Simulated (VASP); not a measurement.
# Ti (P6_3/mmc) in VASP: notebook

Aim: see how the results for Ti move with the level of theory and the settings. Levels: PBEsol, LDA, r2SCAN. Tasks: electric field gradients.

Everything below comes from runs of VASP 6.6.1. Logs are shortened: lines on timing, memory, paths and dates and some standing lists are left out, and cuts for length are marked.

### 1 The cell of the first run

It takes space group P6_3/mmc (No. 194, hexagonal). Conventional cell: a = 2.910 Å, b = 2.910 Å, c = 4.623 Å, α = 90.00°, β = 90.00°, γ = 120.00°. Ti (site symmetry -6m2) has 12 Ti at 2.86 to 2.91 Å within 3.8 Å.

### 2 Electric field gradients, PBEsol (functional pbesol, volume scaled by 0.96)

Contents of INCAR:

```
SYSTEM = Ti
ALGO = Normal
EDIFF = 1E-8
ENCUT = 520
GGA = PS
ISIF = 2
ISMEAR = -1
LASPH = .TRUE.
LCHARG = .FALSE.
LEFG = .TRUE.
LREAL = .FALSE.
LWAVE = .FALSE.
NBANDS = 19
NELM = 60
PREC = Accurate
SIGMA = 0.05
```

Contents of KPOINTS:

```
k-points
0
G
  14 14 8
  0 0 0
```

Contents of POSCAR:

```
Ti
1.0
    2.9101281370      0.0000000000      0.0000000000
   -1.4550640685      2.5202448949      0.0000000000
    0.0000000000      0.0000000000      4.6226679121
Ti
2
Direct
    0.3333333333      0.6666666667      0.2500000000
    0.6666666667      0.3333333333      0.7500000000
```

Potentials or basis: VASP PAW PBE potentials, release 64 (Ti_sv).

On the command line:

```
> cat potpaw_PBE.64/Ti_sv/POTCAR > POTCAR
> mpirun -np 1 vasp_std > vasp.out
```

OUTCAR:

```text
SYSTEM = Ti
   EDIFF = 1E-8
   ENCUT = 520
   GGA = PS
   ISIF = 2
   ISMEAR = -1
   LASPH = .TRUE.
   LREAL = .FALSE.
   NELM = 60
   PREC = Accurate

 ion  position               nearest neighbor table
   1  0.333  0.667  0.250-   2 2.86   2 2.86   2 2.86   2 2.86   2 2.86   2 2.86
   2  0.667  0.333  0.750-   1 2.86   1 2.86   1 2.86   1 2.86   1 2.86   1 2.86

  LATTYP: Found a hexagonal cell.
 ALAT       =     2.9101281370
 C/A-ratio  =     1.5884757284

  Lattice vectors:

 A1 = (   2.9101281370,   0.0000000000,   0.0000000000)
 A2 = (  -1.4550640685,   2.5202448949,   0.0000000000)
 A3 = (   0.0000000000,   0.0000000000,   4.6226679121)

Analysis of symmetry for initial positions (statically):
=====================================================================
 Subroutine PRICEL returns:
 Original cell was already a primitive cell.

 Routine SETGRP: Setting up the symmetry group for a
 hexagonal supercell.

 Subroutine GETGRP returns: Found 24 space group operations
 (whereof 12 operations were pure point group operations)
 out of a pool of 24 trial point group operations.

The static configuration has the point symmetry D_3d.
 The point group associated with its full space group is D_6h.

Analysis of symmetry for dynamics (positions and initial velocities):
=====================================================================
 Subroutine PRICEL returns:
 Original cell was already a primitive cell.

 Routine SETGRP: Setting up the symmetry group for a
 hexagonal supercell.

 Subroutine GETGRP returns: Found 24 space group operations
 (whereof 12 operations were pure point group operations)
 out of a pool of 24 trial point group operations.

The dynamic configuration has the point symmetry D_3d.
 The point group associated with its full space group is D_6h.

 Subroutine INISYM returns: Found 24 space group operations
 (whereof 12 operations are pure point group operations),
 and found     1 'primitive' translations

----------------------------------------------------------------------------------------

                                     Primitive cell

  volume of cell :      33.9037

  direct lattice vectors                    reciprocal lattice vectors
     2.910128137  0.000000000  0.000000000     0.343627481  0.198393418  0.000000000
    -1.455064069  2.520244895  0.000000000     0.000000000  0.396786837  0.000000000
     0.000000000  0.000000000  4.622667912     0.000000000  0.000000000  0.216325295

  length of vectors
     2.910128137  2.910128137  4.622667912     0.396786837  0.396786837  0.216325295

  position of ions in fractional coordinates (direct lattice)
     0.333333333  0.666666667  0.250000000
     0.666666667  0.333333333  0.750000000

  ion indices of the primitive-cell ions
   primitive index   ion index
                 1           1
                 2           2

----------------------------------------------------------------------------------------

 KPOINTS: k-points

Automatic generation of k-mesh.
 Grid dimensions read from file:
 generate k-points for:   14   14    8

 Generating k-lattice:

  Cartesian coordinates                     Fractional coordinates (reciprocal lattice)
     0.024544820  0.014170958  0.000000000     0.071428571  0.000000000  0.000000000
     0.000000000  0.028341917  0.000000000     0.000000000  0.071428571  0.000000000
     0.000000000  0.000000000  0.027040662     0.000000000  0.000000000  0.125000000

  Length of vectors
     0.028341917  0.028341917  0.027040662

  Shift w.r.t. Gamma in fractional coordinates (k-lattice)
     0.000000000  0.000000000  0.000000000

 Subroutine IBZKPT returns following result:
 ===========================================

 Found    120 irreducible k-points:

 Following reciprocal coordinates:
            Coordinates               Weight
  0.000000  0.000000  0.000000      1.000000
  0.071429 -0.000000  0.000000      6.000000
  0.142857 -0.000000  0.000000      6.000000
  0.214286 -0.000000  0.000000      6.000000
  0.285714 -0.000000  0.000000      6.000000
  0.357143 -0.000000  0.000000      6.000000
[... 16 lines left out ...]
  0.285714  0.285714  0.000000      6.000000
  0.357143  0.285714  0.000000      6.000000
 [... further k-points ...]
   k-points           NKPTS =    120   k-points in BZ     NKDIM =    120   number of bands    NBANDS=     19
   number of dos      NEDOS =    301   number of ions     NIONS =      2
   total plane-waves  NPLWV =  20736
   dimension x,y,z NGX =    24 NGY =   24 NGZ =   36
   dimension x,y,z NGXF=    48 NGYF=   48 NGZF=   72
   ions per type =               2
   NGX,Y,Z   is equivalent  to a cutoff of  13.71, 13.71, 12.95 a.u.
   NGXF,Y,Z  is equivalent  to a cutoff of  27.42, 27.42, 25.89 a.u.
 SYSTEM =  Ti
   PREC   = accura    normal or accurate (medium, high low for compatibility)
   ISTART =      0    job   : 0-new  1-cont  2-samecut
   ICHARG =      2    charge: 1-file 2-atom 10-const
   ISPIN  =      1    spin polarized calculation?
   LNONCOLLINEAR =      F non collinear calculations
   LSORBIT =      F    spin-orbit coupling
   LASPH  =      T    aspherical Exc in radial PAW
   ENCUT  =  520.0 eV  38.22 Ry    6.18 a.u.   5.41  5.41  8.60*2*pi/ulx,y,z
   NELM   =     60;   NELMIN=  2; NELMDL= -5     # of ELM steps
   EDIFF  = 0.1E-07   stopping-criterion for ELM
   LREAL  =      F    real-space projection
   EDIFFG = 0.1E-06   stopping-criterion for IOM
   NSW    =      0    number of steps for IOM
   IBRION =     -1    ionic relax: 0-MD 1-quasi-New 2-CG
   NFREE  =      0    steps in history (QN), initial steepest desc. (CG)
   ISIF   =      2    stress and relaxation
   ISYM   =      2    0-nonsym 1-usesym 2-fastsym
   POTIM  = 0.5000    time-step for ionic-motion
   TEBEG  =    0.0;   TEEND  =   0.0 temperature during run
   PSTRESS=    0.0 pullay stress
   NELECT =      24.0000    total number of electrons
   NUPDOWN=      -1.0000    fix difference up-down
   EMIN   =  10.00;   EMAX   =-10.00  energy-range for DOS
   EFERMI =   0.00;   METHOD = LEGACY
   ISMEAR =    -1;   SIGMA  =   0.05  broadening in eV -4-tet -1-fermi 0-gaus
   EFERMI_NEDOS =   21; number of points for ismear=-14 and -15
   IALGO  =     38    algorithm
   IMIX   =      4    mixing-type and parameters
     AMIX     =   0.40;   BMIX     =  1.00
     AMIX_MAG =   1.60;   BMIX_MAG =  1.00
  volume/ion in A,a.u.               =      16.95       114.40
  Fermi-wavevector in a.u.,A,eV,Ry     =   1.459025  2.757157 28.963455  2.128754
  Thomas-Fermi vector in A             =   2.575641
   LORBIT       =      0    0 simple, 1 ext, 2 COOP (PROOUT), +10 PAW based schemes
   GGA     = PS    functional components
   LHFCALC =     F    Hartree Fock is set to
   AEXX    =    0.0000 exact exchange contribution
   IVDW    =     0    specifies the selected vdW correction
   LEPSILON=     F    determine dielectric tensor
   LRPA    =     F    only Hartree local field effects (RPA)
 non-spin polarized calculation
  energy-cutoff  :      520.00
  volume of cell :       33.90
 maximum number of plane-waves:       935
 NGX is ok and might be reduce to    24
   NGX = 11   NGY = 11   NGZ = 17

 number of electron      23.9999999 magnetization

 Free energy of the ion-electron system (eV)
  ---------------------------------------------------
  ext. energy  EPLUGINS =         0.00000000
  ---------------------------------------------------
  free energy    TOTEN  =       -16.68437359 eV

  energy without entropy =      -16.66823102  energy(sigma->0) =      -16.67630230

 E-fermi :   8.4648     XC(G=0): -11.7520

 val. band max:        8.4440057527   @ k =   0.0000   0.0000   0.3750
 cond. band min:       8.4666620478   @ k =   0.2143   0.2143   0.5000
 fundamental gap:      0.0226562951
 Fermi energy:         8.4648042115

 k-point     1 :       0.0000    0.0000    0.0000
  band No.  band energies     occupation
      1     -48.1216      2.00000
      2     -47.9692      2.00000
      3     -24.8417      2.00000
      4     -24.1377      2.00000
      5     -24.1377      2.00000
      6     -24.0689      2.00000
[... 11 lines left out ...]
     18      10.1407      0.00000
     19      11.7194      0.00000

 k-point     2 :       0.0714   -0.0000    0.0000
  band No.  band energies     occupation
      1     -48.1159      2.00000
      2     -47.9669      2.00000
      3     -24.8294      2.00000
      4     -24.1633      2.00000
      5     -24.1463      2.00000
      6     -24.0740      2.00000
[... 11 lines left out ...]
     18      10.0573      0.00000
     19      11.7642      0.00000

 k-point     3 :       0.1429   -0.0000    0.0000
  band No.  band energies     occupation
      1     -48.0998      2.00000
      2     -47.9607      2.00000
      3     -24.7938      2.00000
      4     -24.2352      2.00000
      5     -24.1694      2.00000
      6     -24.1295      2.00000
[... 11 lines left out ...]
     18      10.1340      0.00000
     19      11.8656      0.00000

 k-point     4 :       0.2143   -0.0000    0.0000
  band No.  band energies     occupation
      1     -48.0756      2.00000
      2     -47.9523      2.00000
      3     -24.7386      2.00000
      4     -24.3400      2.00000
      5     -24.2325      2.00000
      6     -24.2017      2.00000
[... 11 lines left out ...]
     18      10.5492      0.00000
     19      11.9721      0.00000

 k-point     5 :       0.2857   -0.0000    0.0000
  band No.  band energies     occupation
      1     -48.0473      2.00000
      2     -47.9445      2.00000
      3     -24.6701      2.00000
      4     -24.4571      2.00000
      5     -24.3429      2.00000
      6     -24.2363      2.00000
[... 11 lines left out ...]
     18      11.0520      0.00000
     19      12.0563      0.00000
[... 334 lines left out ...]
      2     -47.9389      2.00000
      3     -24.5623      2.00000
      4     -24.5088      2.00000
      5     -24.4859      2.00000
      6     -24.3393      2.00000
[... 11 lines left out ...]
     18      11.9323      0.00000
     19      12.9037      0.00000

 k-point    22 :       0.3571    0.2143    0.0000
  band No.  band energies     occupation
      1     -47.9737      2.00000
      2     -47.9422      2.00000
      3     -24.5961      2.00000
      4     -24.4749      2.00000
      5     -24.4552      2.00000
      6     -24.3892      2.00000
[... 11 lines left out ...]
     18      11.9252      0.00000
     19      13.5728      0.00000

 k-point    23 :       0.2857    0.2857    0.0000
  band No.  band energies     occupation
      1     -47.9710      2.00000
      2     -47.9431      2.00000
      3     -24.5683      2.00000
      4     -24.4785      2.00000
      5     -24.4457      2.00000
      6     -24.3912      2.00000
[... 11 lines left out ...]
     18      11.9205      0.00000
     19      13.6510      0.00000

 k-point    24 :       0.3571    0.2857    0.0000
  band No.  band energies     occupation
      1     -47.9607      2.00000
      2     -47.9483      2.00000
      3     -24.5697      2.00000
      4     -24.4436      2.00000
      5     -24.4390      2.00000
      6     -24.4042      2.00000
[... 11 lines left out ...]
     18      11.8639      0.00000
     19      14.3127      0.00000

 [... further k-points ...]

------------------------ aborting loop because EDIFF is reached ----------------------------------------

  FORCE on cell =-STRESS in cart. coord.  units (eV):
  Direction    XX          YY          ZZ          XY          YZ          ZX
  --------------------------------------------------------------------------------------
  -------------------------------------------------------------------------------------
  Total       -0.3533964     -0.3533964     -0.4522255      0.0000000      0.0000000      0.0000000
  in kB      -16.7003336    -16.7003336    -21.3706678      0.0000000      0.0000000      0.0000000
  external PRESSURE =     -18.2571116 kB  Pullay stress =       0.0000000 kB

 VOLUME and BASIS-vectors are now :
 -----------------------------------------------------------------------------
  energy-cutoff  :      520.00
  volume of cell :       33.90
      direct lattice vectors                 reciprocal lattice vectors
     2.910128137  0.000000000  0.000000000     0.343627481  0.198393418  0.000000000
    -1.455064069  2.520244895  0.000000000     0.000000000  0.396786837  0.000000000
     0.000000000  0.000000000  4.622667912     0.000000000  0.000000000  0.216325295

 POSITION                                       TOTAL-FORCE (eV/Angst)
 -----------------------------------------------------------------------------------
     -0.00000      1.68016      1.15567         0.000000      0.000000      0.000000
      1.45506      0.84008      3.46700        -0.000000     -0.000000      0.000000
 -----------------------------------------------------------------------------------
    total drift:                               -0.000000      0.000000     -0.000000

  FREE ENERGIE OF THE ION-ELECTRON SYSTEM (eV)
  ---------------------------------------------------
  free  energy   TOTEN  =       -16.6843735866 eV

  energy  without entropy=      -16.6682310169  energy(sigma->0) =      -16.67630230

 Electric field gradients (V/A^2)
---------------------------------------------------------------------
 ion       V_xx      V_yy      V_zz      V_xy      V_xz      V_yz
---------------------------------------------------------------------
   1      -9.182    -9.182    18.364     0.001     0.000    -0.000
   2      -9.182    -9.182    18.364     0.001    -0.000     0.000
---------------------------------------------------------------------

 Electric field gradients after diagonalization (V/A^2)
 (convention: |V_zz| > |V_xx| > |V_yy|)
----------------------------------------------------------------------
 ion       V_xx      V_yy      V_zz     asymmetry (V_yy - V_xx)/ V_zz
----------------------------------------------------------------------
   1      -9.183    -9.181    18.364       0.000
   2      -9.183    -9.181    18.364       0.000
----------------------------------------------------------------------

           NMR quadrupolar parameters

 Cq : quadrupolar parameter    Cq=e*Q*V_zz/h
 eta: asymmetry parameters     (V_yy - V_xx)/ V_zz
 Q  : nuclear electric quadrupole moment in mb (millibarn)
----------------------------------------------------------------------
 ion       Cq(MHz)       eta       Q (mb)
----------------------------------------------------------------------
   1       0.044       0.000       1.000
   2       0.044       0.000       1.000
----------------------------------------------------------------------
```

Wall time 49 s (1 thread of Intel Xeon Platinum 8488C (Sapphire Rapids), shared host); peak memory 0.2 GiB.

What came out:

```yaml
Free_energy: -16.6844 eV
Pressure: -1.8 GPa
Band_gap_on_the_k_mesh: zero (band 12 reaches 9.26 eV, above the bottom of band 13 at 8.21 eV)
```

Stress tensor (GPa, compression positive):
```
-1.67  0.00  0.00
 0.00 -1.67  0.00
 0.00  0.00 -2.14
```

Electric field gradients, principal values (V/Å²):
| atom | least | middle | greatest (by size) |
| --- | --- | --- | --- |
| 1 Ti | -9.181 | -9.183 | 18.364 |
| 2 Ti | -9.181 | -9.183 | 18.364 |

Caveat: without QUAD_EFG the Cq values of the log hold for a quadrupole moment of 1 mb, not for the nuclei; the PAW data sets were made with another functional, which shifts forces and pressure a little.

(Continued in part 2 of 2.)
